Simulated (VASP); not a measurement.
MoS2:

```xyz
3
Lattice="1.7694 1.0215 5.3439 -1.7694 1.0215 5.3439 0.0000 -2.0431 5.3439" Properties=species:S:1:pos:R:3 pbc="T T T"
Mo    0.0000    0.0000    0.0000
S     0.0000    0.0000   12.0238
S     0.0000    0.0000    4.0079
```

- Program: VASP 6.6.1
- Task: relaxation of cell and atoms
- Functional: PBE
- Potentials or basis: VASP PAW PBE potentials, release 64 (Mo_sv, S)
- Cutoff: 600 eV
- k mesh: 6 × 6 × 6
- Occupations: gaussian, width 0.1 eV
- Spin: no spin polarisation

At the start: pressure -2.2 GPa; volume 19.32 Å³/atom.

**Question.** How do energy, volume and symmetry change on relaxing?

**Answer.** Over 22 steps the energy falls by 242.6 meV/atom and the volume is 19.28 Å³/atom (-0.2 %); space group R-3m (No. 166, to 0.05 Å).

Step by step:
```
step  energy change (eV)  largest force (eV/Å)  pressure (GPa)  volume (Å³)
   1              0.0000                0.5670           -2.19        57.95
   2             -0.4854                0.5546            0.15        55.53
   3             -0.6349                0.0596            5.89        51.06
   4             -0.6828                0.1900            3.80        52.45
   5             -0.6188                1.1528           -6.73        56.00
   6             -0.6965                0.2439            0.27        53.48
   7             -0.6965                0.2334            0.35        53.45
   8             -0.7021                0.1946            0.22        53.90
   9             -0.7121                0.0828           -0.14        55.24
  10             -0.7132                0.0251           -0.27        55.88
  11             -0.7182                0.0315            0.26        56.06
  12             -0.7222                0.1884            1.77        56.50
  13             -0.7235                0.1536            1.55        56.69
  14             -0.7261                0.0510            0.93        57.26
  15             -0.7251                0.1420           -0.23        58.38
  16             -0.7266                0.0194            0.48        57.68
  17             -0.7266                0.0147            0.53        57.65
  18             -0.7270                0.0234            0.40        57.69
  19             -0.7276                0.0506            0.05        57.81
  20             -0.7276                0.0640           -0.13        57.87
  21             -0.7278                0.0413           -0.04        57.86
  22             -0.7278                0.0155            0.08        57.84
```

Final structure:
```
CELL_PARAMETERS angstrom
1.59837 0.92282 6.53543
-1.59837 0.92282 6.53543
0.00000 -1.84564 6.53543
ATOMIC_POSITIONS crystal
Mo 0.00000 0.00000 0.00000
S 0.74718 0.74718 0.74718
S 0.25282 0.25282 0.25282
```
